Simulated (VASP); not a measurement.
# CuO: single point with LDA+U

Crystal: CuO.

```
Cu O
1.0
     0.18960   -2.17229   -2.04314
    -2.01972    0.10630   -1.95984
     2.38320    2.28584   -4.38944
Cu O
2 2
Cartesian
  0.1715 0.1749 -4.1029
  -1.7484 -1.9559 -4.0297
  0.4097 0.0276 -6.3425
  0.1667 0.0172 -2.1166
```

* Program: VASP 6.6.1
* Task: single point
* Functional: LDA
* Potentials or basis: VASP PAW LDA potentials, release 64 (Cu, O)
* Cutoff: 520 eV
* k mesh: 10 × 10 × 5
* Occupations: fermi-dirac, width 0.05 eV
* Spin: no spin polarisation
* Hubbard terms: Cu d U = 4.5 eV
* Dipole correction: no
* Further INCAR settings: ALGO = Normal; EDIFF = 1e-07; NBANDS = 25

The pressure is -21.0 GPa, the largest force is 1.279 eV/Å and the band gap on the k mesh is zero (band 17 reaches 4.91 eV, above the bottom of band 18 at 4.17 eV).

Forces on the atoms (eV/Å):
```
Cu   0.829  0.053 -0.972
Cu  -0.610 -0.853  0.439
O    0.088  0.376 -0.055
O   -0.307  0.424  0.589
```

Stress tensor (GPa, compression positive):
```
-21.47   1.59   8.30
  1.59 -18.79   2.47
  8.30   2.47 -22.62
```

Levels at points of the mesh, in eV from the Fermi level:
```csv
k point,band 13,band 14,band 15,band 16,band 17,band 18,band 19,band 20,band 21,band 22
"(0.00, 0.00, 0.00)",-2.04,-1.64,-1.02,-0.81,0.35,0.69,1.76,6.63,8.76,14.14
"(0.50, 0.00, 0.00)",-2.10,-1.98,-1.15,-0.72,-0.22,-0.13,7.11,7.48,8.66,9.74
"(0.00, 0.50, 0.00)",-1.99,-1.84,-1.04,-0.79,-0.24,-0.19,7.42,7.60,9.06,9.34
"(0.50, 0.50, 0.00)",-2.27,-1.93,-1.66,-1.59,0.45,0.82,5.72,6.20,10.29,10.91
```

Eigenvalues of the final occupation matrices:
| site | spin | trace | eigenvalues |
| --- | --- | --- | --- |
| site 1 d | 1 | 4.65 | 0.87 0.88 0.97 0.97 0.97 |
| site 1 d | 2 | 4.65 | 0.87 0.88 0.97 0.97 0.97 |
| site 2 d | 1 | 4.66 | 0.85 0.92 0.96 0.96 0.96 |
| site 2 d | 2 | 4.66 | 0.85 0.92 0.96 0.96 0.96 |

Wall time 3.2 min on 1 thread of Intel(R) Xeon(R) Platinum 8488C (Sapphire Rapids) (shared host), peak memory 0.3 GiB.

Caveat: U without spin polarisation on a metal has little footing; forces of over 1 eV/Å act on the atoms, so gaps and moduli don't describe the material at rest.
